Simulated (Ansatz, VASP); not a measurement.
# La5O: VASP beside Ansatz

```
CELL_PARAMETERS angstrom
0.00000 4.61844 4.61844
4.61844 0.00000 4.61844
4.61844 4.61844 0.00000
ATOMIC_POSITIONS crystal
La 0.37764 0.37764 0.86708
La 0.37764 0.86708 0.37764
La 0.86708 0.37764 0.37764
La 0.37764 0.37764 0.37764
La 0.75000 0.75000 0.75000
O 0.00000 0.00000 0.00000
```

Change from the starting cell: species swapped into the DyCu5 type (F-43m, No. 216).

Alike in both runs: functional PBE; k mesh 8 × 8 × 8; occupations gaussian, width 0.1 eV; no spin polarisation.

Ansatz relaxed the structure, and its values are those at the end. VASP's run is a single point on that final structure, the one shown.

```csv
,VASP,Ansatz
version,VASP 6.6.1,Ansatz 0.2.0
potentials or method,"VASP PAW PBE potentials, release 64 (La, O), cutoff 520 eV","scalar-relativistic, plane waves, PAW"
valence electrons in the cell,61,61
```

|  | VASP | Ansatz | Ansatz less VASP |
| --- | --- | --- | --- |
| gap on the k mesh at the Fermi level (eV) | none | none | - |
| pressure (GPa) | 0.0 | 0.0 | -0.01 |
| rms of the force components (eV/Å) | 0.000 | 0.005 | +0.0047 |

A gap of «none» marks a metal or a gap that the smearing closes.

Neither program's run includes spin-orbit coupling.
